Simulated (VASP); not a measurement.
Runs of VASP 6.6.1 on Se. The structure is that of space group P3_121 (No. 152), or close to it. The cells are those of the table. 

```csv
task,cell,gap on the mesh (eV),pressure (GPa),largest force (eV/Å)
single point,"a = 4.452, b = 4.452, c = 5.051 Å, angles 90.0, 90.0, 120.0°, 3 atoms",1.33,-0.3,0.14
single point,"a = 4.395, b = 4.395, c = 4.986 Å, angles 90.0, 90.0, 120.0°, 3 atoms",1.32,1.7,0.23
single point,"a = 4.307, b = 4.307, c = 4.887 Å, angles 90.0, 90.0, 120.0°, 3 atoms",1.29,(a),0.89
electric field gradients,"a = 4.452, b = 4.452, c = 5.051 Å, angles 90.0, 90.0, 120.0°, 3 atoms",1.33,-0.3,0.14
electric field gradients,"a = 4.395, b = 4.395, c = 4.986 Å, angles 90.0, 90.0, 120.0°, 3 atoms",1.32,1.7,0.23
```

Alike in all rows: level PBE; potentials or basis VASP PAW PBE potentials, release 64 (Se); no spin polarisation; k mesh 6 × 6 × 5; cutoff (eV) 520; smearing fermi-dirac 0.03 eV.

Problem. Estimate the missing entries.

Solution. (a) 5.7.

Caveats: an odd mesh through Γ misses points on the zone boundary, where band edges can lie; the cell stands under pressure (at least some runs).

A k mesh can miss the band edges, and the runs leave out spin-orbit coupling on Se.
